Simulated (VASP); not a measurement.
Crystal: ZnH2.

```xyz
3
Lattice="2.8750 0.0000 0.0000 0.0000 2.8750 0.0000 0.0000 0.0000 3.6148" Properties=species:S:1:pos:R:3 pbc="T T T"
Zn    0.0000    0.0000    1.8074
H     0.0000    1.4375    2.7144
H     1.4375    0.0000    0.9004
```

| Property | Result |
| --- | --- |
| Program | VASP 6.6.1 |
| Task | relaxation of cell and atoms |
| Functional | PBE |
| Potentials or basis | VASP PAW PBE potentials, release 64 (Zn, H) |
| Cutoff | 600 eV |
| k mesh | 6 × 6 × 6 |
| Occupations | gaussian, width 0.1 eV |
| Spin | no spin polarisation |

At the start: pressure 1.5 GPa; volume 9.96 Å³/atom.

How do energy, volume and symmetry change on relaxing?

Over 10 steps the energy falls by 20.3 meV/atom and the volume is 11.55 Å³/atom (+16.0 %); space group P-4m2 (No. 115, to 0.05 Å).

Step by step:
| step | energy change (eV) | largest force (eV/Å) | pressure (GPa) | volume (Å³) |
| --- | --- | --- | --- | --- |
| 1 | 0.0000 | 0.0044 | 1.51 | 29.88 |
| 2 | -0.0061 | 0.0480 | 0.81 | 30.28 |
| 3 | -0.0134 | 0.2015 | -1.27 | 31.51 |
| 4 | -0.0178 | 0.1963 | -1.06 | 31.63 |
| 5 | -0.0295 | 0.1809 | -0.89 | 31.96 |
| 6 | -0.0455 | 0.1482 | -0.33 | 32.56 |
| 7 | -0.0462 | 0.0730 | 1.29 | 33.58 |
| 8 | -0.0517 | 0.1031 | 0.49 | 33.10 |
| 9 | -0.0550 | 0.0851 | 0.38 | 33.51 |
| 10 | -0.0608 | 0.0364 | 0.09 | 34.65 |

Final structure:
```
CELL_PARAMETERS angstrom
2.82505 0.00000 0.00000
0.00000 2.82505 0.00000
0.00000 0.00000 4.34209
ATOMIC_POSITIONS crystal
Zn 0.00000 0.00000 0.50000
H 0.00000 0.50000 0.72081
H 0.50000 0.00000 0.27919
```

Caveat: the volume moved by over 15 % at a fixed basis, so the end points are rough.
